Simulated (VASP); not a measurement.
The system is AgO2.

```xyz
6
Lattice="4.1100 0.0000 0.0000 0.0000 5.3500 0.0000 0.0000 0.0000 3.3200" Properties=species:S:1:pos:R:3 pbc="T T T"
Ag    0.0000    0.0000    0.0000
Ag    2.0550    2.6750    1.6600
O     3.6168    3.1297    0.0000
O     0.4932    2.2202    0.0000
O     1.5618    4.8952    1.6600
O     2.5482    0.4547    1.6600
```

```yaml
Program: VASP 6.6.1
Task: relaxation of cell and atoms
Functional: PBE
Potentials_or_basis: VASP PAW PBE potentials, release 64 (Ag, O)
Cutoff: 600 eV
k_mesh: 4 × 3 × 5
Occupations: gaussian, width 0.2 eV
Spin: no spin polarisation
```

At the start: pressure 10.6 GPa; volume 12.17 Å³/atom.

How do energy, volume and symmetry change on relaxing?

Over 12 steps the energy falls by 49.1 meV/atom and the volume is 13.17 Å³/atom (+8.2 %); space group Pnnm (No. 58, to 0.05 Å).

The path:
```tsv
step	energy change (eV)	largest force (eV/Å)	pressure (GPa)	volume (Å³)
1	0.0000	1.9272	10.58	73.00
2	0.4172	2.5387	-9.16	81.81
3	-0.1911	0.6507	1.86	75.75
4	-0.1920	0.5739	2.26	75.59
5	-0.2538	0.3461	0.02	78.00
6	-0.2674	0.1889	-1.35	79.83
7	-0.2737	0.4741	0.73	78.88
8	-0.2754	0.3027	0.05	79.18
9	-0.2846	0.1428	0.24	78.71
10	-0.2879	0.0197	0.42	78.25
11	-0.2903	0.0244	0.24	78.44
12	-0.2948	0.0419	-0.25	79.00
```

Final structure:
```yaml
crystal:
  lattice:
    - [4.24414, 0.00000, 0.00000]
    - [0.00000, 5.30696, 0.00000]
    - [0.00000, 0.00000, 3.50723]
  atoms:
    - { symbol: Ag, position: [0.00000, 0.00000, 0.00000] }
    - { symbol: Ag, position: [0.50000, 0.50000, 0.50000] }
    - { symbol: O, position: [0.86662, 0.57815, 0.00000] }
    - { symbol: O, position: [0.13338, 0.42185, 0.00000] }
    - { symbol: O, position: [0.36662, 0.92185, 0.50000] }
    - { symbol: O, position: [0.63338, 0.07815, 0.50000] }
```

Caveat: the k points lie up to 0.39 Å⁻¹ apart in the final cell; the relaxation stopped at a loose force limit of 0.08 eV/Å, so its end isn't a converged minimum.
